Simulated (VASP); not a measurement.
# NiO2 (P-3m1) in VASP: further runs, part 2 of 2

VASP 6.6.1. Earlier steps stand in the parts before.

**3. Single point, LDA (c/a of the conventional cell at fixed volume 1.5224)**

Contents of INCAR:

```
SYSTEM = NiO2
PREC     = Accurate       ! precision mode
ENCUT    = 520            ! plane-wave cutoff, eV
EDIFF    = 1E-7           ! SCF threshold, eV
ISMEAR   = 0              ! smearing method
SIGMA    = 0.05           ! smearing width, eV
LREAL    = .FALSE.        ! projectors in reciprocal space
LASPH    = .TRUE.         ! aspherical terms in the spheres
NELM     = 80             ! most SCF steps
ALGO     = Normal         ! electronic algorithm
ISIF     = 2              ! what is computed and relaxed
LWAVE    = .FALSE.        ! write WAVECAR
LCHARG   = .FALSE.        ! write CHGCAR
GGA      = CA             ! functional
NBANDS   = 18             ! bands
```

Contents of KPOINTS:

```
Automatic mesh
0
G
  12 12 6
  0 0 0
```

Contents of POSCAR:

```
NiO2
1.0
    2.7627792314      0.0000000000      0.0000000000
   -1.3813896157      2.3926369995      0.0000000000
    0.0000000000      0.0000000000      4.2061363981
Ni O
1 2
Direct
    0.0000000000      0.0000000000      0.5000000000
    0.6666666667      0.3333333333      0.7423978784
    0.3333333333      0.6666666667      0.2576021216
```

Potentials or basis: VASP PAW LDA potentials, release 64 (Ni, O).

Run with:

```bash
> cat potpaw_LDA.64/Ni/POTCAR potpaw_LDA.64/O/POTCAR > POTCAR
> mpirun -np 1 vasp_std > vasp.out
```

Wall time 75 s (1 thread of Intel Xeon Platinum 8375C at 2.90GHz (Ice Lake), shared host); peak memory 0.17 GiB.

It converged, with:

- Free energy: -19.9909 eV
- Pressure: -13.6 GPa
- Largest force: 1.729 eV/Å
- Band gap on the k mesh: 0.54 eV, indirect (least direct gap 0.65 eV)

Forces in eV/Å, atoms in the order of the input:
```
Ni   0.000  0.000  0.000
O    0.000  0.000 -1.729
O    0.000  0.000  1.729
```

Stress tensor (GPa, compression positive):
```
-10.67   0.00   0.00
  0.00 -10.67   0.00
  0.00   0.00 -19.42
```

Levels at points of the mesh, in eV from the valence-band top:
```tsv
k point	band 8	band 9	band 10	band 11	band 12	band 13	band 14	band 15
(0.00, 0.00, 0.00)	-1.02	-1.02	-0.85	-0.33	1.76	1.76	7.71	10.87
(0.50, 0.00, 0.00)	-2.73	-1.85	-1.72	-1.03	1.32	1.88	12.05	13.04
(0.00, 0.00, 0.50)	-2.24	-1.19	-1.19	-0.27	1.93	1.93	9.65	10.43
(0.50, 0.00, 0.50)	-1.96	-1.73	-1.47	-1.16	1.42	1.58	11.24	12.70
```

Caveat: forces of over 1 eV/Å act on the atoms, so gaps and moduli don't describe the material at rest.

**4. Single point, LDA (c/a of the conventional cell at fixed volume 1.6544)**

Contents of INCAR:

```
SYSTEM = NiO2
PREC = Accurate
ENCUT = 520
EDIFF = 1E-7
ISMEAR = 0
SIGMA = 0.05
LREAL = .False.
LASPH = .True.
NELM = 80
ALGO = Normal
ISIF = 2
LWAVE = .False.
LCHARG = .False.
GGA = CA
NBANDS = 18
```

Contents of KPOINTS:

```
Automatic mesh
0
Gamma
  12 12 6
  0 0 0
```

Contents of POSCAR:

```
NiO2
1.0
    2.6872726493      0.0000000000      0.0000000000
   -1.3436363247      2.3272463812      0.0000000000
    0.0000000000      0.0000000000      4.4458238710
Ni O
1 2
Direct
    0.0000000000      0.0000000000      0.5000000000
    0.6666666667      0.3333333333      0.6948483030
    0.3333333333      0.6666666667      0.3051516970
```

Run with:

```bash
> cat potpaw_LDA.64/Ni/POTCAR potpaw_LDA.64/O/POTCAR > POTCAR
> mpirun -np 1 vasp_std > vasp.out
```

It took 68 s on 1 thread of Intel Xeon Platinum 8375C at 2.90GHz (Ice Lake), shared host; peak memory 0.16 GiB.

Results (log left out):

```yaml
Free_energy: -19.8771 eV
Pressure: 28.8 GPa
Largest_force: 2.261 eV/Å
Band_gap_on_the_k_mesh: 1.00 eV, indirect (least direct gap 1.39 eV)
```

Forces on the atoms (eV/Å):
```
Ni   0.000  0.000  0.000
O    0.000  0.000  2.261
O    0.000  0.000 -2.261
```

Stress tensor (GPa, compression positive):
```
32.53  0.00  0.00
 0.00 32.53  0.00
 0.00  0.00 21.28
```

Levels at points of the mesh, in eV from the valence-band top:
```tsv
k point	band 8	band 9	band 10	band 11	band 12	band 13	band 14	band 15
(0.00, 0.00, 0.00)	-1.51	-1.51	-1.26	-0.46	2.52	2.52	8.31	11.53
(0.50, 0.00, 0.00)	-2.63	-2.33	-2.14	-1.27	1.69	2.44	13.01	13.40
(0.00, 0.00, 0.50)	-2.71	-1.55	-1.55	-0.03	2.56	2.56	10.15	11.31
(0.50, 0.00, 0.50)	-2.33	-2.17	-1.94	-1.40	1.71	2.36	11.76	13.51
```

Caveat: forces of over 1 eV/Å act on the atoms, so gaps and moduli don't describe the material at rest. Spin polarisation is off, so any magnetic state and its effect on volume and gap are missing.

**5. Single point, LDA (c/a of the conventional cell at fixed volume 1.5224)**

Contents of INCAR:

```
SYSTEM = NiO2
  PREC = Accurate
  ENCUT = 520
  EDIFF = 1E-7
  ISMEAR = 0
  SIGMA = 0.05
  LREAL = .FALSE.
  LASPH = .TRUE.
  NELM = 100
  ALGO = Normal
  ISIF = 2
  LWAVE = .FALSE.
  LCHARG = .FALSE.
  NBANDS = 18
```

Contents of KPOINTS:

```
Automatic mesh
0
G
  12 12 6
  0 0 0
```

Contents of POSCAR:

```
NiO2
1.0
    2.7627792314      0.0000000000      0.0000000000
   -1.3813896157      2.3926369995      0.0000000000
    0.0000000000      0.0000000000      4.2061363981
Ni O
1 2
Direct
    0.0000000000      0.0000000000      0.5000000000
    0.6666666667      0.3333333333      0.6948483030
    0.3333333333      0.6666666667      0.3051516970
```

Run with:

```bash
> cat potpaw_LDA.64/Ni/POTCAR potpaw_LDA.64/O/POTCAR > POTCAR
> mpirun -np 1 vasp_std > vasp.out
```

It took 70 s on 1 thread of Intel Xeon Platinum 8375C at 2.90GHz (Ice Lake), shared host; peak memory 0.17 GiB.

The run converged. Its results:

| Item | Value |
| --- | --- |
| Free energy | -19.9280 eV |
| Pressure | 20.2 GPa |
| Largest force | 2.295 eV/Å |
| Band gap on the k mesh | 0.74 eV, indirect (least direct gap 1.27 eV) |

Forces in eV/Å, atoms in the order of the input:
```
Ni   0.000  0.000  0.000
O    0.000  0.000  2.295
O    0.000  0.000 -2.295
```

Stress tensor (GPa, compression positive):
```
20.10  0.00  0.00
 0.00 20.10  0.00
 0.00  0.00 20.55
```

Levels at points of the mesh, in eV from the valence-band top:
| k point | band 7 | band 8 | band 9 | band 10 | band 11 | band 12 | band 13 | band 14 | band 15 | band 16 |
| --- | --- | --- | --- | --- | --- | --- | --- | --- | --- | --- |
| (0.00, 0.00, 0.00) | -2.74 | -1.68 | -1.68 | -1.13 | -0.41 | 2.31 | 2.31 | 8.01 | 11.12 | 16.58 |
| (0.50, 0.00, 0.00) | -4.02 | -2.55 | -2.43 | -2.24 | -1.28 | 1.36 | 2.32 | 12.79 | 12.91 | 14.00 |
| (0.00, 0.00, 0.50) | -2.75 | -2.75 | -1.73 | -1.73 | -0.02 | 2.38 | 2.38 | 9.89 | 11.08 | 14.38 |
| (0.50, 0.00, 0.50) | -3.89 | -2.44 | -2.23 | -1.67 | -1.42 | 1.37 | 2.19 | 11.28 | 13.23 | 15.17 |

Caveat: forces of over 1 eV/Å act on the atoms, so gaps and moduli don't describe the material at rest.

**6. Single point, LDA (c/a of the conventional cell at fixed volume 1.3905)**

Contents of INCAR:

```
ALGO = Normal ; EDIFF = 1E-7
ENCUT = 520 ; GGA = CA
ISIF = 2 ; ISMEAR = 0
LASPH = True ; LCHARG = False
LREAL = False ; LWAVE = False
NBANDS = 18 ; NELM = 80
PREC = Accurate ; SIGMA = 0.05
```

Contents of KPOINTS:

```
k-points
0
Gamma
  12 12 6
```

Contents of POSCAR:

```
NiO2
1.0
    2.8475295614      0.0000000000      0.0000000000
   -1.4237647807      2.4660329382      0.0000000000
    0.0000000000      0.0000000000      3.9594898551
Ni O
1 2
Direct
    0.0000000000      0.0000000000      0.5000000000
    0.6666666667      0.3333333333      0.7423978784
    0.3333333333      0.6666666667      0.2576021216
```

Potentials or basis: VASP PAW LDA potentials, release 64 (Ni, O).

Run with:

```bash
> cat potpaw_LDA.64/Ni/POTCAR potpaw_LDA.64/O/POTCAR > POTCAR
> mpirun -np 1 vasp_std > vasp.out
```

Wall time 67 s (1 thread of Intel Xeon Platinum 8375C at 2.90GHz (Ice Lake), shared host); peak memory 0.16 GiB.

Results (log left out):

```yaml
Free_energy: -19.9958 eV
Pressure: -17.6 GPa
Largest_force: 1.340 eV/Å
Band_gap_on_the_k_mesh: 0.42 eV, indirect (least direct gap 0.66 eV)
```

Forces in eV/Å, atoms in the order of the input:
```
Ni   0.000  0.000  0.000
O    0.000  0.000 -1.340
O    0.000  0.000  1.340
```

Stress tensor (GPa, compression positive):
```
-20.12   0.00   0.00
  0.00 -20.12   0.00
  0.00   0.00 -12.59
```

Levels at points of the mesh, in eV from the valence-band top:
```
           k point  band 7  band 8  band 9  band 10  band 11  band 12  band 13  band 14  band 15  band 16
(0.00, 0.00, 0.00)   -2.20   -1.22   -1.22    -0.69    -0.12     1.63     1.63     7.47    10.41    17.70
(0.50, 0.00, 0.00)   -3.15   -2.92   -1.85    -1.81    -1.16     1.08     1.84    12.21    12.28    15.33
(0.00, 0.00, 0.50)   -2.22   -2.22   -1.47    -1.47    -0.21     1.87     1.87     9.72    10.01    17.86
(0.50, 0.00, 0.50)   -2.66   -1.85   -1.83    -1.31    -1.21     1.18     1.45    11.08    12.48    14.97
```

Caveat: forces of over 1 eV/Å act on the atoms, so gaps and moduli don't describe the material at rest. A k mesh can miss the band edges.

**7. Summary**

| cell | gap on the mesh (eV) | pressure (GPa) | largest force (eV/Å) |
| --- | --- | --- | --- |
| a = 2.848, b = 2.848, c = 3.959 Å, angles 90.0, 90.0, 120.0°, 3 atoms | 0.42 | -17.6 | 1.34 |
| a = 2.763, b = 2.763, c = 4.206 Å, angles 90.0, 90.0, 120.0°, 3 atoms | 0.74 | 20.2 | 2.30 |
| a = 2.687, b = 2.687, c = 4.446 Å, angles 90.0, 90.0, 120.0°, 3 atoms | 1.00 | 28.8 | 2.26 |

Some of these runs hold the atoms at other places in the same cell, which the table doesn't show; runs alike in all that it shows share one row.

Alike in all rows: task single point; level LDA; potentials or basis VASP PAW LDA potentials, release 64 (Ni, O); no spin polarisation; k mesh 12 × 12 × 6; cutoff (eV) 520; smearing gaussian 0.05 eV.

Caveats: forces of over 1 eV/Å act on the atoms, so gaps and moduli don't describe the material at rest.

Absolute energies hang on the potentials; compare differences alone.
